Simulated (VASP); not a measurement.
Here is a VASP 6.6.1 calculation.

INCAR

```
  ALGO = Normal
  EDIFF = 1E-8
  ENCUT = 520
  GGA = PE
  ISIF = 2
  ISMEAR = -1
  LASPH = True
  LCHARG = False
  LEFG = True
  LREAL = False
  LWAVE = False
  NBANDS = 18
  NELM = 100
  PREC = Accurate
  SIGMA = 0.05
```

File KPOINTS:

```
k-points
0
Gamma
  9 9 9
```

The input POSCAR:

```
InPd
1.0
    3.2718847800      0.0000000000      0.0000000000
    0.0000000000      3.2718847800      0.0000000000
    0.0000000000      0.0000000000      3.2718847800
In Pd
1 1
Direct
   -0.0150000000     -0.0150000000     -0.0150000000
    0.5150000000      0.5150000000      0.5150000000
```

Potentials or basis: VASP PAW PBE potentials, release 64 (In_d, Pd).

Command:

```bash
$ cat potpaw_PBE.64/In_d/POTCAR potpaw_PBE.64/Pd/POTCAR > POTCAR
$ mpirun -np 1 vasp_std > vasp.out
```

(1) What does it give for the largest force?

(2) Predict the pressure.

## Answers

(1) 0.789 eV/Å.

(2) 5.3 GPa.

Caveat: the cell differs from its parent crystal (shortest bond scaled by 0.94); without QUAD_EFG the Cq values of the log hold for a quadrupole moment of 1 mb, not for the nuclei.
